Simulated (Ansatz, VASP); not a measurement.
**One calculation of Cs, two programs**

File INCAR:

```
ALGO = Fast ; EDIFF = 1E-6
ENCUT = 520 ; GGA = PS
ISIF = 2 ; ISMEAR = 0
LASPH = True ; LCHARG = True
LELF = True ; LREAL = False
LVHAR = True ; LWAVE = False
NBANDS = 10 ; NELM = 60
PREC = Accurate ; SIGMA = 0.15
```

The input KPOINTS:

```
k-points
0
Gamma
  12 12 12
```

Contents of POSCAR:

```
Cs
1.0
   -3.0639092553      3.0639092553      2.9413528851
    3.0639092553     -3.0639092553      2.9413528851
    3.0639092553      3.0639092553     -2.9413528851
Cs
1
Direct
    0.0000000000      0.0000000000      0.0000000000
```

Input for Ansatz:

```yaml
crystal:
  lattice:
    - [-3.0639092553, 3.0639092553, 2.9413528851]
    - [3.0639092553, -3.0639092553, 2.9413528851]
    - [3.0639092553, 3.0639092553, -2.9413528851]
  atoms:
    - { symbol: Cs, position: [0.0, 0.0, 0.0] }
basis:
  ecutwfc: 420
kpoints:
  mp_grid: { grid: [12, 12, 12] }
hamiltonian:
  xc: pbesol
scf:
  occupations: { method: gaussian, width: 0.15 }
output:
  forces: true
  stress: true
  eigenvalues: true
```

Alike in both runs: task single point; functional PBEsol; k mesh 12 × 12 × 12; occupations gaussian, width 0.15 eV; no spin polarisation.

```csv
,VASP,Ansatz
version,VASP 6.6.1,Ansatz 0.2.0
potentials or method,"VASP PAW PBE potentials, release 64 (Cs_sv), cutoff 520 eV","scalar-relativistic, plane waves, PAW"
valence electrons in the cell,9,9
```

```csv
,VASP,Ansatz,Ansatz less VASP
gap on the k mesh at the Fermi level (eV),none,none,-
pressure (GPa),0.0,0.0,+0.01
```

VASP's potentials were made for PBE, not for PBEsol. A gap of «none» marks a metal or a gap that the smearing closes. The functional is the same, so the differences come from potentials, cutoffs and numerics.

Spin-orbit coupling is off throughout.
